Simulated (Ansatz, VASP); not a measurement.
**Ta2N: VASP beside Ansatz**

```
Ta N
1.0
     3.09197    0.00000    0.00000
    -1.54598    2.67772    0.00000
     0.00000    0.00000    4.83716
Ta N
2 1
Direct
  0.33333 0.66667 0.25471
  0.66667 0.33333 0.74529
  0.00000 0.00000 0.00000
```

Alike in both runs: task single point; functional PBEsol; k mesh 10 × 10 × 6; occupations fermi-dirac, width 0.05 eV; no spin polarisation.

|  | VASP | Ansatz |
| --- | --- | --- |
| version | VASP 6.6.1 | Ansatz 0.2.0 |
| potentials or method | VASP PAW PBE potentials, release 64 (Ta_sv_GW, N) | Ansatz PAW |
| plane-wave cutoff (eV) | 600 | 420 |
| valence electrons in the cell | 31 | 31 |

VASP gave:

* gap on the k mesh at the Fermi level (eV): none
* pressure (GPa): -3.6
* traceless stress, the component that is largest in VASP (GPa): 0.56
* rms of the force components (eV/Å): 0.070

Problem. Estimate Ansatz's values.

Solution. gap on the k mesh at the Fermi level (eV): none; pressure (GPa): -3.6; traceless stress, the component that is largest in VASP (GPa): 0.60; rms of the force components (eV/Å): 0.087.

VASP's potentials were made for PBE, not for PBEsol. Atom by atom the forces differ by 0.017 eV/Å (rms over components). A gap of «none» marks a metal or a gap that the smearing closes.

Neither program's run includes spin-orbit coupling.
